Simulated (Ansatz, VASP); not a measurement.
One calculation of In3Se, two programs

```xyz
4
Lattice="4.3482 -0.3526 0.0000 -0.3526 4.3482 0.0000 0.0000 0.0000 4.7008" Properties=species:S:1:pos:R:3 pbc="T T T"
In   -0.1763    2.1741    2.3504
In    2.1741   -0.1763    2.3504
In    1.9978    1.9978    0.0000
Se    0.0000    0.0000    0.0000
```

Change from the starting cell: engineering shear strain xy -0.1500, equal normal strain along x and y -0.0750.

Alike in both runs: task single point; functional PBE; dispersion D3(BJ); k mesh 8 × 8 × 8; occupations gaussian, width 0.15 eV; no spin polarisation.

|  | VASP | Ansatz |
| --- | --- | --- |
| version | VASP 6.6.1 | Ansatz 0.2.0 |
| potentials or method | VASP PAW PBE potentials, release 64 (In_d, Se), cutoff 520 eV | scalar-relativistic, plane waves, PAW |
| valence electrons in the cell | 45 | 55 |

```tsv
	VASP	Ansatz	Ansatz less VASP
gap on the k mesh at the Fermi level (eV)	none	none	-
pressure (GPa)	10.8	10.8	-0.02
traceless stress, the component that is largest in VASP (GPa)	6.41	6.40	-0.009
```

A gap of «none» marks a metal or a gap that the smearing closes. VASP's potentials hold 45 valence electrons a cell and Ansatz's 55, so a difference there can come from the potentials and not from the codes.
